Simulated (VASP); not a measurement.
# W4O in VASP: a series of runs

The runs below take W4O through single point, with PBE.

Program: VASP 6.6.1. These are calculated values, not measurements. Logs are shortened: lines on timing, memory, paths and dates and some standing lists are left out, and cuts for length are marked.

### Step 1. The cell of the first run

The cell holds a slab with vacuum, 5 atoms: a = 3.184 Å, b = 3.184 Å, c = 20.143 Å, α = 90.00°, β = 90.00°, γ = 90.00°.

### Step 2. Single point, PBE

The input, INCAR:

```
ALGO = Normal
DIPOL = 0.5 0.5 0.353
EDIFF = 1E-7
ENCUT = 520
GGA = PE
IDIPOL = 3
ISIF = 2
ISMEAR = 0
LASPH = True
LCHARG = False
LDIPOL = True
LREAL = False
LWAVE = False
NBANDS = 39
NELM = 80
PREC = Accurate
SIGMA = 0.1
```

The input, KPOINTS:

```
k-points
0
Gamma
  8 8 1
```

The input, POSCAR:

```
W4O
1.0
    3.1836991688      0.0000000000      0.0000000000
    0.0000000000      3.1836991688      0.0000000000
    0.0000000000      0.0000000000     20.1425775749
W O
4 1
Direct
    0.5000000000      0.5000000000      0.1985843165
    0.0000000000      0.0000000000      0.2776134069
    0.5000000000      0.5000000000      0.3599451800
    0.0000000000      0.0000000000      0.4290700901
    0.2500000000      0.2500000000      0.4978545706
```

Potentials or basis: VASP PAW PBE potentials, release 64 (W_sv, O).

On the command line:

```bash
$ cat potpaw_PBE.64/W_sv/POTCAR potpaw_PBE.64/O/POTCAR > POTCAR
$ mpirun -np 1 vasp_std > vasp.out
```

OUTCAR:

```text
EDIFF = 1E-7
   ENCUT = 520
   GGA = PE
   ISIF = 2
   ISMEAR = 0
   LASPH = True
   LREAL = False
   NELM = 80
   PREC = Accurate

 ion  position               nearest neighbor table
   1  0.500  0.500  0.199-   2 2.76   2 2.76   2 2.76   2 2.76   3 3.25
   2  0.000  0.000  0.278-   1 2.76   1 2.76   1 2.76   1 2.76   3 2.80   3 2.80   3 2.80   3 2.80
                             4 3.05
   3  0.500  0.500  0.360-   4 2.65   4 2.65   4 2.65   4 2.65   2 2.80   2 2.80   2 2.80   2 2.80
                             1 3.25
   4  0.000  0.000  0.429-   5 1.79   3 2.65   3 2.65   3 2.65   3 2.65   2 3.05
   5  0.250  0.250  0.498-   4 1.79

  LATTYP: Found a simple tetragonal cell.
 ALAT       =     3.1836991688
 C/A-ratio  =     6.3267841925

  Lattice vectors:

 A1 = (   3.1836991688,   0.0000000000,   0.0000000000)
 A2 = (   0.0000000000,   3.1836991688,   0.0000000000)
 A3 = (   0.0000000000,   0.0000000000,  20.1425775749)

Analysis of symmetry for initial positions (statically):
=====================================================================
 Subroutine PRICEL returns:
 Original cell was already a primitive cell.

 Routine SETGRP: Setting up the symmetry group for a
 simple tetragonal supercell.

 Subroutine GETGRP returns: Found  2 space group operations
 (whereof  2 operations were pure point group operations)
 out of a pool of 16 trial point group operations.

The static configuration has the point symmetry C_1h.

Analysis of symmetry for dynamics (positions and initial velocities):
=====================================================================
 Subroutine PRICEL returns:
 Original cell was already a primitive cell.

 Routine SETGRP: Setting up the symmetry group for a
 simple tetragonal supercell.

 Subroutine GETGRP returns: Found  2 space group operations
 (whereof  2 operations were pure point group operations)
 out of a pool of 16 trial point group operations.

The dynamic configuration has the point symmetry C_1h.

 Subroutine INISYM returns: Found  2 space group operations
 (whereof  2 operations are pure point group operations),
 and found     1 'primitive' translations

----------------------------------------------------------------------------------------

                                     Primitive cell

  volume of cell :     204.1640

  direct lattice vectors                    reciprocal lattice vectors
     3.183699169  0.000000000  0.000000000     0.314100029  0.000000000  0.000000000
     0.000000000  3.183699169  0.000000000     0.000000000  0.314100029  0.000000000
     0.000000000  0.000000000 20.142577575     0.000000000  0.000000000  0.049646079

  length of vectors
     3.183699169  3.183699169 20.142577575     0.314100029  0.314100029  0.049646079

  position of ions in fractional coordinates (direct lattice)
     0.500000000  0.500000000  0.198584317
     0.000000000  0.000000000  0.277613407
     0.500000000  0.500000000  0.359945180
     0.000000000  0.000000000  0.429070090
     0.250000000  0.250000000  0.497854571

  ion indices of the primitive-cell ions
   primitive index   ion index
                 1           1
                 2           2
                 3           3
                 4           4
                 5           5

----------------------------------------------------------------------------------------

 KPOINTS: k-points

Automatic generation of k-mesh.
 Grid dimensions read from file:
 generate k-points for:    8    8    1

 Generating k-lattice:

  Cartesian coordinates                     Fractional coordinates (reciprocal lattice)
     0.039262504  0.000000000  0.000000000     0.125000000  0.000000000  0.000000000
     0.000000000  0.039262504  0.000000000     0.000000000  0.125000000  0.000000000
     0.000000000  0.000000000  0.049646079     0.000000000  0.000000000  1.000000000

  Length of vectors
     0.039262504  0.039262504  0.049646079

  Shift w.r.t. Gamma in fractional coordinates (k-lattice)
     0.000000000  0.000000000  0.000000000

 Subroutine IBZKPT returns following result:
 ===========================================

 Found     21 irreducible k-points:

 Following reciprocal coordinates:
            Coordinates               Weight
  0.000000  0.000000  0.000000      1.000000
  0.125000  0.000000  0.000000      4.000000
  0.250000  0.000000  0.000000      4.000000
  0.375000  0.000000  0.000000      4.000000
  0.500000  0.000000  0.000000      2.000000
  0.125000  0.125000  0.000000      2.000000
[... 13 lines left out ...]
  0.500000  0.375000  0.000000      4.000000
  0.500000  0.500000  0.000000      1.000000
   k-points           NKPTS =     21   k-points in BZ     NKDIM =     21   number of bands    NBANDS=     39
   number of dos      NEDOS =    301   number of ions     NIONS =      5
   total plane-waves  NPLWV =  86400
   dimension x,y,z NGX =    24 NGY =   24 NGZ =  150
   dimension x,y,z NGXF=    48 NGYF=   48 NGZF=  300
   ions per type =               4   1
   NGX,Y,Z   is equivalent  to a cutoff of  12.53, 12.53, 12.38 a.u.
   NGXF,Y,Z  is equivalent  to a cutoff of  25.06, 25.06, 24.76 a.u.
 SYSTEM =  unknown system
   PREC   = accura    normal or accurate (medium, high low for compatibility)
   ISTART =      0    job   : 0-new  1-cont  2-samecut
   ICHARG =      2    charge: 1-file 2-atom 10-const
   ISPIN  =      1    spin polarized calculation?
   LNONCOLLINEAR =      F non collinear calculations
   LSORBIT =      F    spin-orbit coupling
   LASPH  =      T    aspherical Exc in radial PAW
   ENCUT  =  520.0 eV  38.22 Ry    6.18 a.u.   5.92  5.92 37.45*2*pi/ulx,y,z
   NELM   =     80;   NELMIN=  2; NELMDL= -5     # of ELM steps
   EDIFF  = 0.1E-06   stopping-criterion for ELM
   LREAL  =      F    real-space projection
   EDIFFG = 0.1E-05   stopping-criterion for IOM
   NSW    =      0    number of steps for IOM
   IBRION =     -1    ionic relax: 0-MD 1-quasi-New 2-CG
   NFREE  =      0    steps in history (QN), initial steepest desc. (CG)
   ISIF   =      2    stress and relaxation
   ISYM   =      2    0-nonsym 1-usesym 2-fastsym
   POTIM  = 0.5000    time-step for ionic-motion
   TEBEG  =    0.0;   TEEND  =   0.0 temperature during run
   PSTRESS=    0.0 pullay stress
   NELECT =      62.0000    total number of electrons
   NUPDOWN=      -1.0000    fix difference up-down
   EMIN   =  10.00;   EMAX   =-10.00  energy-range for DOS
   EFERMI =   0.00;   METHOD = LEGACY
   ISMEAR =     0;   SIGMA  =   0.10  broadening in eV -4-tet -1-fermi 0-gaus
   EFERMI_NEDOS =   21; number of points for ismear=-14 and -15
   IALGO  =     38    algorithm
   IMIX   =      4    mixing-type and parameters
     AMIX     =   0.40;   BMIX     =  1.00
     AMIX_MAG =   1.60;   BMIX_MAG =  1.00
  volume/ion in A,a.u.               =      40.83       275.55
  Fermi-wavevector in a.u.,A,eV,Ry     =   1.100388  2.079431 16.474654  1.210853
  Thomas-Fermi vector in A             =   2.236798
   LORBIT       =      0    0 simple, 1 ext, 2 COOP (PROOUT), +10 PAW based schemes
   GGA     = PE    functional components
   LHFCALC =     F    Hartree Fock is set to
   AEXX    =    0.0000 exact exchange contribution
   IVDW    =     0    specifies the selected vdW correction
   LEPSILON=     F    determine dielectric tensor
   LRPA    =     F    only Hartree local field effects (RPA)
 non-spin polarized calculation
 Gauss-broadening in eV      SIGMA  =   0.10
  energy-cutoff  :      520.00
  volume of cell :      204.16
 maximum number of plane-waves:      5576
   NGX = 11   NGY = 11   NGZ = 75

 dipolmoment           0.000000      0.000000     -0.010743 electrons x Angstroem

 number of electron      61.9999989 magnetization

 dipolmoment           0.000000      0.000000      0.161316 electrons x Angstroem

 Free energy of the ion-electron system (eV)
  ---------------------------------------------------
  ext. energy  EPLUGINS =         0.00000000
  ---------------------------------------------------
  free energy    TOTEN  =       -54.37130773 eV

  energy without entropy =      -54.33886516  energy(sigma->0) =      -54.35508644

 E-fermi :  -0.0236     XC(G=0):  -5.7216

 val. band max:       -0.0627036410   @ k =  -0.1250   0.3750   0.0000
 cond. band min:      -0.0073258124   @ k =   0.3750   0.0000   0.0000
 fundamental gap:      0.0553778286
 Fermi energy:        -0.0236487368

 k-point     1 :       0.0000    0.0000    0.0000
  band No.  band energies     occupation
      1     -74.1634      2.00000
      2     -73.9448      2.00000
      3     -73.8399      2.00000
      4     -73.6754      2.00000
      5     -38.7716      2.00000
      6     -38.4660      2.00000
[... 31 lines left out ...]
     38       2.7783      0.00000
     39       3.1801      0.00000

 k-point     2 :       0.1250    0.0000    0.0000
  band No.  band energies     occupation
      1     -74.1596      2.00000
      2     -73.9392      2.00000
      3     -73.8420      2.00000
      4     -73.6780      2.00000
      5     -38.7924      2.00000
      6     -38.5140      2.00000
[... 31 lines left out ...]
     38       2.4698      0.00000
     39       2.7768      0.00000

 k-point     3 :       0.2500    0.0000    0.0000
  band No.  band energies     occupation
      1     -74.1506      2.00000
      2     -73.9239      2.00000
      3     -73.8489      2.00000
      4     -73.6846      2.00000
      5     -38.8495      2.00000
      6     -38.6054      2.00000
[... 706 lines left out ...]
 k-point    20 :       0.5000    0.3750    0.0000
  band No.  band energies     occupation
      1     -74.1306      2.00000
      2     -73.8756      2.00000
      3     -73.8711      2.00000
      4     -73.6873      2.00000
      5     -38.9255      2.00000
      6     -38.7493      2.00000
[... 31 lines left out ...]
     38       3.4379      0.00000
     39       3.6092      0.00000

 k-point    21 :       0.5000    0.5000    0.0000
  band No.  band energies     occupation
      1     -74.1294      2.00000
      2     -73.8744      2.00000
      3     -73.8700      2.00000
      4     -73.6860      2.00000
      5     -38.9428      2.00000
      6     -38.7803      2.00000
[... 31 lines left out ...]
     38       3.3955      0.00000
     39       3.4675      0.00000

------------------------ aborting loop because EDIFF is reached ----------------------------------------

 vacuum level on the upper side and lower side of the slab       (xc-potential included)         1.306        -1.548

  FORCE on cell =-STRESS in cart. coord.  units (eV):
  Direction    XX          YY          ZZ          XY          YZ          ZX
  --------------------------------------------------------------------------------------
  -------------------------------------------------------------------------------------
  Total       -3.3991600     -3.3991600      1.1964567      1.2919880      0.5968446      0.5968469
  in kB      -26.6749179    -26.6749179      9.3891972     10.1388796      4.6837400      4.6837580
  external PRESSURE =     -14.6535462 kB  Pullay stress =       0.0000000 kB

 VOLUME and BASIS-vectors are now :
 -----------------------------------------------------------------------------
  energy-cutoff  :      520.00
  volume of cell :      204.16
      direct lattice vectors                 reciprocal lattice vectors
     3.183699169  0.000000000  0.000000000     0.314100029  0.000000000  0.000000000
     0.000000000  3.183699169  0.000000000     0.000000000  0.314100029  0.000000000
     0.000000000  0.000000000 20.142577575     0.000000000  0.000000000  0.049646079

 POSITION                                       TOTAL-FORCE (eV/Angst)
 -----------------------------------------------------------------------------------
      1.59185      1.59185      4.00000        -0.089683     -0.089683      2.027835
      0.00000      0.00000      5.59185         0.139679      0.139679     -2.098246
      1.59185      1.59185      7.25022        -0.499081     -0.499081     -2.728273
      0.00000      0.00000      8.64258         0.512058      0.512058      2.459393
      0.79592      0.79592     10.02807        -0.062973     -0.062973      0.339291
 -----------------------------------------------------------------------------------
    total drift:                               -0.000062     -0.000062      0.000114

  FREE ENERGIE OF THE ION-ELECTRON SYSTEM (eV)
  ---------------------------------------------------
  free  energy   TOTEN  =       -54.3713077250 eV

  energy  without entropy=      -54.3388651615  energy(sigma->0) =      -54.35508644

 vacuum level on the upper side and lower side of the slab         6.961         4.030
```

Run time: 2.6 min. Hardware: 1 thread of Intel Xeon 6975P-C (Granite Rapids), shared host; peak memory 0.34 GiB.

What came out:

```
Free energy            : -54.3713 eV
Largest force          : 2.818 eV/Å
Band gap on the k mesh : zero (bands 31 and 32 overlap by 2.04 eV)
```

Forces in eV/Å, atoms in the order of the input:
```
W   -0.090 -0.090  2.028
W    0.140  0.140 -2.098
W   -0.499 -0.499 -2.728
W    0.512  0.512  2.459
O   -0.063 -0.063  0.339
```

Caveat: spin-orbit coupling is left out, which moves the levels of the heavy elements.

### Step 3. Single point, PBE

The input, INCAR:

```
PREC = Accurate ; ENCUT = 520
EDIFF = 1E-6 ; ISMEAR = 0
SIGMA = 0.1 ; LREAL = False
LASPH = True ; NELM = 60
ALGO = Normal ; ISIF = 2
LWAVE = False ; LCHARG = True
LDIPOL = True ; IDIPOL = 3
DIPOL = 0.5 0.5 0.355 ; GGA = PE
LELF = True ; LVHAR = True
LVACPOTAV = True ; NBANDS = 39
```

The input, KPOINTS:

```
Automatic mesh
0
Gamma
  8 8 1
```

POSCAR: that of step 2 with these lines changed.

```diff
@@ -12,2 +12,2 @@
     0.0000000000      0.0000000000      0.4290700901
-    0.2500000000      0.2500000000      0.4978545706
+    0.1250000000      0.1250000000      0.5102588486
```

Potentials or basis: VASP PAW PBE potentials, release 64 (W_sv, O).

On the command line:

```bash
$ cat potpaw_PBE.64/W_sv/POTCAR potpaw_PBE.64/O/POTCAR > POTCAR
$ mpirun -np 1 vasp_std > vasp.out
```

Wall time 3 min (1 thread of Intel Xeon 6975P-C (Granite Rapids), shared host); peak memory 0.34 GiB.

The run converged. Its results:

```yaml
Free_energy: -54.5486 eV
Largest_force: 2.566 eV/Å
Band_gap_on_the_k_mesh: zero (bands 31 and 32 overlap by 2.11 eV)
```

Forces in eV/Å, atoms in the order of the input:
```
W   -0.015 -0.015  1.992
W    0.085  0.085 -2.344
W   -0.401 -0.401 -2.502
W    0.405  0.405  2.306
O   -0.074 -0.074  0.548
```

Levels at points of the mesh, in eV from the Fermi level:
```
           k point  band 29  band 30  band 31  band 32  band 33  band 34
(0.00, 0.00, 0.00)    -0.63    -0.53    -0.20     0.22     0.25     0.82
(0.50, 0.00, 0.00)    -0.75    -0.25     0.09     0.59     0.69     1.19
(0.50, 0.50, 0.00)    -0.69    -0.44     2.00     2.10     2.13     2.80
```

Caveat: spin-orbit coupling is left out, which moves the levels of the heavy elements.

### Step 4. Single point, PBE

The input, INCAR:

```
PREC = Accurate
ENCUT = 520
EDIFF = 1E-6
ISMEAR = 0
SIGMA = 0.1
LREAL = F
LASPH = T
NELM = 100
ALGO = Normal
ISIF = 2
LWAVE = F
LCHARG = F
LDIPOL = T
IDIPOL = 3
DIPOL = 0.5 0.5 0.348
GGA = PE
NBANDS = 39
```

The input, KPOINTS:

```
regular mesh
0
Gamma
  8 8 1
```

POSCAR: that of step 3 with these lines changed.

```diff
@@ -12,2 +12,2 @@
     0.0000000000      0.0000000000      0.4290700901
-    0.1250000000      0.1250000000      0.5102588486
+    0.3750000000      0.3750000000      0.4770261930
```

On the command line:

```bash
$ cat potpaw_PBE.64/W_sv/POTCAR potpaw_PBE.64/O/POTCAR > POTCAR
$ mpirun -np 1 vasp_std > vasp.out
```

Run time: 2.7 min. Hardware: 1 thread of Intel Xeon 6975P-C (Granite Rapids), shared host; peak memory 0.35 GiB.

Results (log left out):

```yaml
Free_energy: -54.2373 eV
Largest_force: 2.021 eV/Å
Band_gap_on_the_k_mesh: zero (bands 31 and 32 overlap by 1.85 eV)
```

Forces in eV/Å, atoms in the order of the input:
```
W   -0.067 -0.067  2.019
W    0.189  0.189 -1.738
W   -0.841 -0.841 -1.231
W    0.956  0.956  0.833
O   -0.237 -0.237  0.116
```

Levels at points of the mesh, in eV from the Fermi level:
```
           k point  band 29  band 30  band 31  band 32  band 33  band 34
(0.00, 0.00, 0.00)    -0.67    -0.43    -0.40    -0.31    -0.13     0.58
(0.50, 0.00, 0.00)    -0.80    -0.50    -0.41     0.32     0.70     1.38
(0.50, 0.50, 0.00)    -1.19     0.02     1.53     1.90     1.98     2.02
```

Caveat: spin-orbit coupling is left out, which moves the levels of the heavy elements.

### Step 5. The runs side by side

| cell | gap on the mesh (eV) | largest force (eV/Å) |
| --- | --- | --- |
| as given, atomic positions A | none | 2.82 |
| as given, atomic positions B | none | 2.57 |
| as given, atomic positions C | none | 2.02 |

Alike in all rows: task single point; level PBE; potentials or basis VASP PAW PBE potentials, release 64 (W_sv, O); no spin polarisation; k mesh 8 × 8 × 1; cutoff (eV) 520; smearing gaussian 0.1 eV.

Caveats: spin-orbit coupling is left out, which moves the levels of the heavy elements.

Absolute energies hang on the potentials; compare differences alone.
